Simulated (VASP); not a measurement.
AlGaN2, 4 atoms in the cell. Symmetry: P-4m2, No. 115, tetragonal system. Conventional cell: a = 3.271 Å, b = 3.271 Å, c = 4.384 Å, α = 90.00°, β = 90.00°, γ = 90.00°. Within 2.6 Å of Al (site symmetry -4m2) lie 4 N at 1.94 Å. Ga (site symmetry -4m2) has 4 N at 1.99 Å within 2.6 Å. N (site symmetry 2mm) has 2 Al at 1.94 Å and 2 Ga at 1.99 Å within 2.6 Å.  This cell differs from its parent crystal: strain +0.0500 x Voigt [1, 1, 0, 0, 0, 0].

* Program: VASP 6.6.1
* Task: single point
* Functional: LDA
* Potentials or basis: VASP PAW LDA potentials, release 64 (Al, Ga_d, N)
* Cutoff: 520 eV
* k mesh: 8 × 8 × 6
* Occupations: gaussian, width 0.05 eV
* Spin: no spin polarisation
* Dipole correction: no
* Further INCAR settings: ALGO = Normal; EDIFF = 1e-07; NBANDS = 21

Potentials or basis: VASP PAW LDA potentials, release 64 (Al, Ga_d, N).

Command:

```bash
$ cat potpaw_LDA.64/Al/POTCAR potpaw_LDA.64/Ga_d/POTCAR potpaw_LDA.64/N/POTCAR > POTCAR
$ mpirun -np 1 vasp_std > vasp.out
```

Hardware: 1 thread of AMD EPYC 9R45 96-Core Processor (Zen 5), with other jobs on the host.

Question: Estimate the wall time of this run.

Answer: It took 20 s on 1 thread of AMD EPYC 9R45 96-Core Processor (Zen 5) (shared host), peak memory 0.15 GiB. Counts: scf iterations 14, k points 60.
